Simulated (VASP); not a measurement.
Runs of VASP 6.6.1 on Ge. The structure is that of space group P6_3/mmc (No. 194), or close to it. The cells are those of the table. 

| task | cell | cutoff (eV) | smearing | gap on the mesh (eV) | pressure (GPa) | relaxed volume (Å³/atom) |
| --- | --- | --- | --- | --- | --- | --- |
| single point | a = 3.974, b = 3.974, c = 6.561 Å, angles 90.0, 90.0, 120.0°, 4 atoms | 520 | gaussian 0.1 eV | none | (a) | - |
| single point | a = 3.930, b = 3.930, c = 6.495 Å, angles 90.0, 90.0, 120.0°, 4 atoms | 520 | gaussian 0.1 eV | none | 6.9 | - |
| relaxation of cell and atoms | relaxed from a = 4.058, b = 4.058, c = 6.693 Å, angles 90.0, 90.0, 120.0°, 4 atoms | 600 | gaussian 0.1 eV | none | 0.0 | 23.85 |
| single point | a = 4.139, b = 4.139, c = 6.821 Å, angles 90.0, 90.0, 120.0°, 4 atoms | 520 | gaussian 0.1 eV | none | (b) | - |
| relaxation of shape and atoms at fixed volume | relaxed from a = 4.138, b = 4.138, c = 6.824 Å, angles 90.0, 90.0, 120.0°, 4 atoms | 600 | gaussian 0.1 eV | none | -3.0 | - |
| relaxation of cell and atoms | relaxed from a = 3.998, b = 3.998, c = 6.599 Å, angles 90.0, 90.0, 120.0°, 4 atoms | 600 | gaussian 0.01 eV | none | 0.0 | 23.83 |
| relaxation of shape and atoms at fixed volume | relaxed from a = 3.886, b = 3.886, c = 6.423 Å, angles 90.0, 90.0, 120.0°, 4 atoms | 600 | gaussian 0.1 eV | 0.02 | 10.2 | - |
| relaxation of shape and atoms at fixed volume | relaxed from a = 4.190, b = 4.190, c = 6.905 Å, angles 90.0, 90.0, 120.0°, 4 atoms | 600 | gaussian 0.1 eV | none | -4.5 | - |
| relaxation of shape and atoms at fixed volume | relaxed from a = 4.098, b = 4.098, c = 6.759 Å, angles 90.0, 90.0, 120.0°, 4 atoms | 600 | gaussian 0.1 eV | none | -1.7 | - |
| single point | a = 4.098, b = 4.098, c = 6.759 Å, angles 90.0, 90.0, 120.0°, 4 atoms | 520 | gaussian 0.1 eV | none | -1.7 | - |
| single point | a = 4.016, b = 4.016, c = 6.630 Å, angles 90.0, 90.0, 120.0°, 4 atoms | 520 | gaussian 0.1 eV | - | 1.9 | - |

Alike in all rows: level PBE; potentials or basis VASP PAW PBE potentials, release 64 (Ge_d); no spin polarisation; k mesh 12 × 12 × 6.

Question: Fill in the values left out.

Answer: (a) 4.2; (b) -3.1.

A k mesh can miss the band edges, and the runs leave out spin-orbit coupling on Ge.

A gap of «none» marks levels without a gap at the run's occupations.
